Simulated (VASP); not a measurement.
A run of VASP 6.6.1 is set up as follows.

File INCAR:

```
PREC = Accurate
ENCUT = 500
EDIFF = 1E-6
ISMEAR = 0
SIGMA = 0.01
LREAL = F
LASPH = T
NELM = 120
ALGO = Normal
ISIF = 2
LWAVE = F
LCHARG = F
NBANDS = 11
GGA_COMPAT = F
```

The input KPOINTS:

```
regular mesh
0
Gamma
  10 10 10
```

POSCAR

```
BP
1.0
    0.0000000000      2.1692282038      2.1692282038
    2.1692282038      0.0000000000      2.1692282038
    2.1692282038      2.1692282038      0.0000000000
B P
1 1
Direct
    0.0000000000      0.0000000000      0.0000000000
    0.7500000000      0.7500000000      0.7500000000
```

Potentials or basis: VASP PAW LDA potentials, release 64 (B, P).

Command:

```bash
$ cat potpaw_LDA.64/B/POTCAR potpaw_LDA.64/P/POTCAR > POTCAR
$ mpirun -np 1 vasp_std > vasp.out
```

Question: Estimate the band gap on the k mesh.

Answer: 1.03 eV, indirect (least direct gap 3.63 eV).

Question: What does it give for the pressure?

Answer: 21.8 GPa.

A k mesh can miss the band edges.
